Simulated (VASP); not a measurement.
# ZnO (P6_3mc) in VASP: vibrations by perturbation theory with PBE

Aim: the vibrations by perturbation theory of ZnO with PBE.

Everything below comes from runs of VASP 6.6.1. Logs are shortened: lines on timing, memory, paths and dates and some standing lists are left out, and cuts for length are marked.

### 1 The cell of the first run

Symmetry: P6_3mc, No. 186, hexagonal system. Conventional cell: a = 3.279 Å, b = 3.279 Å, c = 5.293 Å, α = 90.00°, β = 90.00°, γ = 120.00°. Zn (site symmetry 3m) has 4 O at 2.00 to 2.01 Å within 2.6 Å. Within 2.6 Å of O (site symmetry 3m) lie 4 Zn at 2.00 to 2.01 Å.

### 2 Vibrations by perturbation theory, PBE

The input, INCAR:

```
SYSTEM = ZnO
PREC     = Accurate       ! precision mode
ENCUT    = 520            ! plane-wave cutoff, eV
EDIFF    = 1E-8           ! SCF threshold, eV
ISMEAR   = 0              ! smearing method
SIGMA    = 0.05           ! smearing width, eV
LREAL    = .FALSE.        ! projectors in reciprocal space
LASPH    = .TRUE.         ! aspherical terms in the spheres
NELM     = 80             ! most SCF steps
ALGO     = Normal         ! electronic algorithm
ISIF     = 2              ! what is computed and relaxed
LWAVE    = .FALSE.        ! write WAVECAR
LCHARG   = .TRUE.         ! write CHGCAR
GGA      = PE             ! functional
NBANDS   = 26             ! bands
IBRION   = 8              ! ionic algorithm
NSW      = 1              ! ionic steps
```

The input, KPOINTS:

```
Automatic mesh
0
G
  12 12 6
  0 0 0
```

The input, POSCAR:

```
ZnO
1.0
    3.2794753211      0.0000000000      0.0000000000
   -1.6397376605      2.8401089392      0.0000000000
    0.0000000000      0.0000000000      5.2931304626
Zn O
2 2
Direct
    0.3333333333      0.6666666667      0.0015026881
    0.6666666667      0.3333333333      0.5015026881
    0.3333333333      0.6666666667      0.3805973119
    0.6666666667      0.3333333333      0.8805973119
```

Potentials or basis: VASP PAW PBE potentials, release 64 (Zn, O).

Run with:

```sh
$ cat potpaw_PBE.64/Zn/POTCAR potpaw_PBE.64/O/POTCAR > POTCAR
$ mpirun -np 1 vasp_std > vasp.out
```

OUTCAR:

```text
SYSTEM = ZnO
   PREC = Accurate
   ENCUT = 520
   EDIFF = 1E-8
   ISMEAR = 0
   LREAL = .FALSE.
   LASPH = .TRUE.
   NELM = 80
   ISIF = 2
   GGA = PE
   IBRION = 8
   NSW = 1

 ion  position               nearest neighbor table
   1  0.333  0.667  0.002-   4 2.00   4 2.00   4 2.00   3 2.01
   2  0.667  0.333  0.502-   3 2.00   3 2.00   3 2.00   4 2.01
   3  0.333  0.667  0.381-   2 2.00   2 2.00   2 2.00   1 2.01
   4  0.667  0.333  0.881-   1 2.00   1 2.00   1 2.00   2 2.01

  LATTYP: Found a hexagonal cell.
 ALAT       =     3.2794753211
 C/A-ratio  =     1.6140174706

  Lattice vectors:

 A1 = (   3.2794753211,   0.0000000000,   0.0000000000)
 A2 = (  -1.6397376605,   2.8401089392,   0.0000000000)
 A3 = (   0.0000000000,   0.0000000000,   5.2931304626)

Analysis of symmetry for initial positions (statically):
=====================================================================
 Subroutine PRICEL returns:
 Original cell was already a primitive cell.

 Routine SETGRP: Setting up the symmetry group for a
 hexagonal supercell.

 Subroutine GETGRP returns: Found 12 space group operations
 (whereof  6 operations were pure point group operations)
 out of a pool of 24 trial point group operations.

The static configuration has the point symmetry C_3v.
 The point group associated with its full space group is C_6v.

Analysis of symmetry for dynamics (positions and initial velocities):
=====================================================================
 Subroutine PRICEL returns:
 Original cell was already a primitive cell.

 Routine SETGRP: Setting up the symmetry group for a
 hexagonal supercell.

 Subroutine GETGRP returns: Found 12 space group operations
 (whereof  6 operations were pure point group operations)
 out of a pool of 24 trial point group operations.

The dynamic configuration has the point symmetry C_3v.
 The point group associated with its full space group is C_6v.

 Subroutine INISYM returns: Found 12 space group operations
 (whereof  6 operations are pure point group operations),
 and found     1 'primitive' translations

----------------------------------------------------------------------------------------

                                     Primitive cell

  volume of cell :      49.3006

  direct lattice vectors                    reciprocal lattice vectors
     3.279475321  0.000000000  0.000000000     0.304926826  0.176049585  0.000000000
    -1.639737661  2.840108939  0.000000000     0.000000000  0.352099170  0.000000000
     0.000000000  0.000000000  5.293130463     0.000000000  0.000000000  0.188924117

  length of vectors
     3.279475321  3.279475321  5.293130463     0.352099170  0.352099170  0.188924117

  position of ions in fractional coordinates (direct lattice)
     0.333333333  0.666666667  0.001502688
     0.666666667  0.333333333  0.501502688
     0.333333333  0.666666667  0.380597312
     0.666666667  0.333333333  0.880597312

  ion indices of the primitive-cell ions
   primitive index   ion index
                 1           1
                 2           2
[... 120 lines left out ...]
  free energy    TOTEN  =       -17.86096012 eV

  energy without entropy =      -17.86096012  energy(sigma->0) =      -17.86096012

 E-fermi :   1.1155     XC(G=0): -10.7258

 val. band max:        0.8953920936   @ k =   0.0000   0.0000   0.0000
 cond. band min:       1.6233519607   @ k =   0.0000   0.0000   0.0000
 fundamental gap:      0.7279598671
 Fermi energy:         1.1155474409

 k-point     1 :       0.0000    0.0000    0.0000
  band No.  band energies     occupation
      1     -16.9231      2.00000
      2     -16.2556      2.00000
      3      -4.6418      2.00000
      4      -4.6418      2.00000
      5      -4.6022      2.00000
      6      -4.4875      2.00000
[... 685 lines left out ...]
     25      14.1267      0.00000
     26      14.6826      0.00000

 [... further k-points ...]

------------------------ aborting loop because EDIFF is reached ----------------------------------------

  FORCE on cell =-STRESS in cart. coord.  units (eV):
  Direction    XX          YY          ZZ          XY          YZ          ZX
  --------------------------------------------------------------------------------------
  -------------------------------------------------------------------------------------
  Total        0.2787216      0.2787216      0.2810745      0.0000000     -0.0000000      0.0000000
  in kB        9.0579362      9.0579362      9.1344006      0.0000000     -0.0000000      0.0000000
  external PRESSURE =       9.0834243 kB  Pullay stress =       0.0000000 kB

 VOLUME and BASIS-vectors are now :
 -----------------------------------------------------------------------------
  energy-cutoff  :      520.00
  volume of cell :       49.30
      direct lattice vectors                 reciprocal lattice vectors
     3.279475321  0.000000000  0.000000000     0.304926826  0.176049585  0.000000000
    -1.639737661  2.840108939  0.000000000     0.000000000  0.352099170  0.000000000
     0.000000000  0.000000000  5.293130463     0.000000000  0.000000000  0.188924117

 POSITION                                       TOTAL-FORCE (eV/Angst)
 -----------------------------------------------------------------------------------
     -0.00000      1.89341      0.00795         0.000000     -0.000000      0.000720
      1.63974      0.94670      2.65452        -0.000000      0.000000      0.000720
     -0.00000      1.89341      2.01455        -0.000000     -0.000000     -0.000720
      1.63974      0.94670      4.66112        -0.000000      0.000000     -0.000720
 -----------------------------------------------------------------------------------
    total drift:                               -0.000001     -0.000001     -0.001464

  FREE ENERGIE OF THE ION-ELECTRON SYSTEM (eV)
  ---------------------------------------------------
  free  energy   TOTEN  =       -17.8609601167 eV

  energy  without entropy=      -17.8609601167  energy(sigma->0) =      -17.86096012

[... ionic steps 2 to 9 ...]

--------------------------------------- Ionic step       10  -------------------------------------------

------------------------ aborting loop because EDIFF is reached ----------------------------------------

[... ionic steps 11 to 11 ...]

--------------------------------------- Ionic step       12  -------------------------------------------

 Free energy of the ion-electron system (eV)
  ---------------------------------------------------
  ---------------------------------------------------
  free energy    TOTEN  =        -0.37801532 eV

  energy without entropy =       -0.37801532

------------------------ aborting loop because EDIFF is reached ----------------------------------------

 INTERNAL STRAIN TENSOR  FOR ION    3  DIRECTION 3   (eV/Angst):
 -----------------------------------------------------------------------------
     3.94485  0.00000 -0.00000
     0.00000  3.94485  0.00000
    -0.00000  0.00000 -7.80764

 INTERNAL STRAIN TENSOR FOR ION    4 for displacements in x,y,z  (eV/Angst):
          X           Y           Z          XY          YZ          ZX
  --------------------------------------------------------------------------------
  x     0.00000    -0.00000    -0.00000     7.23744     0.00000     3.83053
  y     7.23744    -7.23744     0.00000    -0.00000     4.09062     0.00000
  z     3.94485     3.94485    -7.80764     0.00000     0.00000     0.00000

 SECOND DERIVATIVES (NOT SYMMETRIZED)
 ------------------------------------
               1X          1Y          1Z          2X          2Y          2Z          3X          3Y          3Z          4X          4Y          4Z
  1X    -6.928849   -0.000000   -0.000000    0.291681    0.000000   -0.000000    0.111493    0.000000   -0.000000    6.525675    0.000000   -0.000000
  1Y    -0.000000   -6.928849    0.000000    0.000000    0.291681    0.000000    0.000000    0.111493   -0.000000    0.000000    6.525675    0.000000
  1Z     0.000000   -0.000000  -10.641370    0.000000    0.000000    4.707385   -0.000000    0.000000    4.378382    0.000000    0.000000    1.555602
  2X     0.291681    0.000000    0.000000   -6.928849   -0.000000   -0.000000    6.525675    0.000000    0.000000    0.111493    0.000000    0.000000
  2Y     0.000000    0.291681    0.000000   -0.000000   -6.928849    0.000000    0.000000    6.525675   -0.000000    0.000000    0.111493    0.000000
  2Z    -0.000000   -0.000000    4.707385   -0.000000    0.000000  -10.641370    0.000000    0.000000    1.555602    0.000000    0.000000    4.378382
  3X     0.102046    0.000000    0.000000    6.523709    0.000000    0.000000   -7.512836   -0.000000    0.000000    0.887080    0.000000    0.000000
  3Y     0.000000    0.102046    0.000000    0.000000    6.523709    0.000000   -0.000000   -7.512836    0.000000    0.000000    0.887080   -0.000000
  3Z    -0.000000   -0.000000    4.394930    0.000000    0.000000    1.526969    0.000000    0.000000  -10.672553    0.000000    0.000000    4.750654
  4X     6.523709    0.000000    0.000000    0.102046    0.000000   -0.000000    0.887080    0.000000   -0.000000   -7.512836   -0.000000    0.000000
  4Y     0.000000    6.523709   -0.000000    0.000000    0.102046    0.000000    0.000000    0.887080   -0.000000   -0.000000   -7.512836    0.000000
  4Z    -0.000000    0.000000    1.526969    0.000000    0.000000    4.394930    0.000000   -0.000000    4.750654   -0.000000    0.000000  -10.672553

 Eigenvectors and eigenvalues of the dynamical matrix
 ----------------------------------------------------

   1 f  =   15.431994 THz    96.962077 2PiTHz  514.755904 cm-1    63.821569 meV
             X         Y         Z           dx          dy          dz
     -0.000000  1.893406  0.007954    -0.000000   -0.000000    0.083505
      1.639738  0.946703  2.654519     0.000000    0.000000   -0.083505
     -0.000000  1.893406  2.014551    -0.000000   -0.000000   -0.702159
      1.639738  0.946703  4.661116     0.000000   -0.000000    0.702159
[... 71 lines left out ...]
  12 f/i=    0.004302 THz     0.027032 2PiTHz    0.143508 cm-1     0.017793 meV
             X         Y         Z           dx          dy          dz
     -0.000000  1.893406  0.007954    -0.000000   -0.000000    0.633677
      1.639738  0.946703  2.654519    -0.000000   -0.000000    0.633677
     -0.000000  1.893406  2.014551    -0.000000   -0.000000    0.313773
      1.639738  0.946703  4.661116    -0.000000   -0.000000    0.313773

--------------------------------------------------------------------------------------------------------

 ELASTIC MODULI CONTR FROM IONIC RELAXATION (kBar)
 Direction    XX          YY          ZZ          XY          YZ          ZX
 --------------------------------------------------------------------------------
 XX        -585.7160    241.9958    337.0136     -0.0000     -0.0000     -0.0000
 YY         241.9958   -585.7160    337.0136     -0.0000      0.0000      0.0000
 ZZ         337.0136    337.0136   -660.8756      0.0000     -0.0000      0.0000
 XY          -0.0000     -0.0000      0.0000   -413.8559     -0.0000     -0.0000
 YZ          -0.0000      0.0000     -0.0000     -0.0000   -152.4189     -0.0000
 ZX          -0.0000      0.0000      0.0000     -0.0000     -0.0000   -148.5504
 --------------------------------------------------------------------------------
```

Wall time 12 min (1 thread of Intel Xeon Platinum 8488C (Sapphire Rapids), shared host); peak memory 1 GiB.

What came out:

* Highest phonon frequency at Γ, LO-TO splitting left out: 515 cm⁻¹

Phonon frequencies in cm⁻¹ (negative: imaginary):
```tsv
q point	frequencies
(0.000, 0.000, 0.000)	0 0 0 91 91 247 354 374 374 405 405 515
```
